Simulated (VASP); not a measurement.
Write the native input for VASP 6.6.1 that does the following.

| Item | Value |
| --- | --- |
| Task | single point |
| Functional | PBE |
| Potentials or basis | VASP PAW PBE potentials, release 64 (Ni, Mo_sv, Pd, Ir, W_sv) |
| Cutoff | 520 eV |
| k mesh | 8 × 8 × 2 |
| Occupations | fermi-dirac, width 0.05 eV |
| Spin | collinear spin, ferromagnetic start |
| Starting moments | [1.0, 1.0, 0.0, 0.6, 0.0] μB |
| Dipole correction | no |
| Further INCAR settings | ALGO = Normal; EDIFF = 1e-06; NBANDS = 40 |

The structure of NiMoIrPdW lies in POSCAR:

```
NiMoIrPdW
1.0
    2.8149266879      0.0000000000      0.0000000000
   -1.4074633439      2.4377922971      0.0000000000
    0.0000000000      0.0000000000     11.5629294088
Ni Mo Pd Ir W
1 1 1 1 1
Direct
    0.0000000000      0.0000000000      0.7091700000
    0.6666700000      0.3333300000      0.2942500000
    0.6666700000      0.3333300000      0.8990100000
    0.0000000000      0.0000000000      0.1060400000
    0.6666700000      0.3333300000      0.5292100000
```

This cell differs from its parent crystal: volume scaled by 1.06.

One way to write it, as run:

INCAR

```
SYSTEM = NiMoIrPdW
  PREC = Accurate
  ENCUT = 520
  EDIFF = 1E-6
  ISMEAR = -1
  SIGMA = 0.05
  LREAL = .False.
  LASPH = .True.
  NELM = 150
  ALGO = Normal
  ISIF = 2
  LWAVE = .False.
  LCHARG = .False.
  ISPIN = 2
  MAGMOM = 1 1 0 0.6 0
  LORBIT = 11
  LMAXMIX = 4
  GGA = PE
  NBANDS = 40
```

KPOINTS

```
Automatic mesh
0
Gamma
  8 8 2
  0 0 0
```

Potentials or basis: VASP PAW PBE potentials, release 64 (Ni, Mo_sv, Pd, Ir, W_sv).

Run with:

```bash
$ cat potpaw_PBE.64/Ni/POTCAR potpaw_PBE.64/Mo_sv/POTCAR potpaw_PBE.64/Pd/POTCAR potpaw_PBE.64/Ir/POTCAR potpaw_PBE.64/W_sv/POTCAR > POTCAR
$ mpirun -np 1 vasp_std > vasp.out
```

Results of the run:

```
Pressure                                              : -11.7 GPa
Largest force                                         : 0.158 eV/Å
Net moment                                            : 0.00 μB per cell
Valence electrons inside the program's atomic spheres : Ni 9.12; Mo 12.42; Pd 9.35; Ir 8.14; W 11.96
```

It took 5.8 min on 1 thread of Intel(R) Xeon(R) 6975P-C (Granite Rapids), on a shared host, peak memory 0.43 GiB.
